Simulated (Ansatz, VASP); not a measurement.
**One calculation of C, two programs**

Contents of INCAR:

```
SYSTEM = C
PREC = Accurate
ENCUT = 600
EDIFF = 1E-6
ISMEAR = 0
SIGMA = 0.1
LREAL = .False.
LASPH = .True.
NELM = 60
ALGO = Normal
ISIF = 3
LWAVE = .False.
LCHARG = .False.
GGA = PE
IBRION = 2
NSW = 100
EDIFFG = -0.01
```

Contents of KPOINTS:

```
Automatic mesh
0
Gamma
  18 18 2
  0 0 0
```

File POSCAR:

```
C
1.0
    2.5165596678      0.0000000000      0.0000000000
   -1.2582798339      2.1794046025      0.0000000000
    0.0000000000      0.0000000000     18.0655892131
C
10
Direct
    0.3333333333      0.6666666667      0.5450288790
    0.6666666667      0.3333333333      0.0450288790
    0.0000000000      0.0000000000      0.7500000000
    0.3333333333      0.6666666667      0.9549711210
    0.0000000000      0.0000000000      0.2500000000
    0.6666666667      0.3333333333      0.4549711210
    0.3333333333      0.6666666667      0.7500000000
    0.0000000000      0.0000000000      0.5000000000
    0.6666666667      0.3333333333      0.2500000000
    0.0000000000      0.0000000000      0.0000000000
```

Input for Ansatz:

```yaml
crystal:
  lattice:
    - [2.5165596678, 0.0, 0.0]
    - [-1.2582798339, 2.1794046025, 0.0]
    - [0.0, 0.0, 18.0655892131]
  atoms:
    - { symbol: C, position: [0.3333333333, 0.6666666667, 0.545028879] }
    - { symbol: C, position: [0.6666666667, 0.3333333333, 0.045028879] }
    - { symbol: C, position: [0.0, 0.0, 0.75] }
    - { symbol: C, position: [0.3333333333, 0.6666666667, 0.954971121] }
    - { symbol: C, position: [0.0, 0.0, 0.25] }
    - { symbol: C, position: [0.6666666667, 0.3333333333, 0.454971121] }
    - { symbol: C, position: [0.3333333333, 0.6666666667, 0.75] }
    - { symbol: C, position: [0.0, 0.0, 0.5] }
    - { symbol: C, position: [0.6666666667, 0.3333333333, 0.25] }
    - { symbol: C, position: [0.0, 0.0, 0.0] }
basis:
  ecutwfc: 420
kpoints:
  mp_grid: { grid: [18, 18, 2] }
hamiltonian:
  xc: pbe
scf:
  occupations: { method: gaussian, width: 0.1 }
output:
  forces: true
  stress: true
  eigenvalues: true
  write_density: true
  write_potential: true
  elf: true
  volumetric_format: npy
relax:
  adjacent_minimum: "off"
  f_tol: 0.01
  max_steps: 80
  cell: { stress_tol: 0.05 }
```

Alike in both runs: task relaxation of cell and atoms; functional PBE; k mesh 18 × 18 × 2; occupations gaussian, width 0.1 eV; no spin polarisation.

|  | VASP | Ansatz |
| --- | --- | --- |
| version | VASP 6.6.1 | Ansatz 0.2.0 |
| potentials or method | VASP PAW PBE potentials, release 64 (C), cutoff 600 eV | scalar-relativistic, plane waves, PAW |
| valence electrons in the cell | 40 | 40 |

```tsv
	VASP	Ansatz	Ansatz less VASP
gap on the k mesh at the Fermi level, each at its own relaxed structure (eV)	none	none	-
relaxed volume (Å³/atom)	9.79	10.29	+0.507
relaxed cell length with the largest relative difference (Å)	18.316	19.270	+0.9543
```

A gap of «none» marks a metal or a gap that the smearing closes. One of these differences is far larger than is usual between the two programs; its cause wasn't traced.
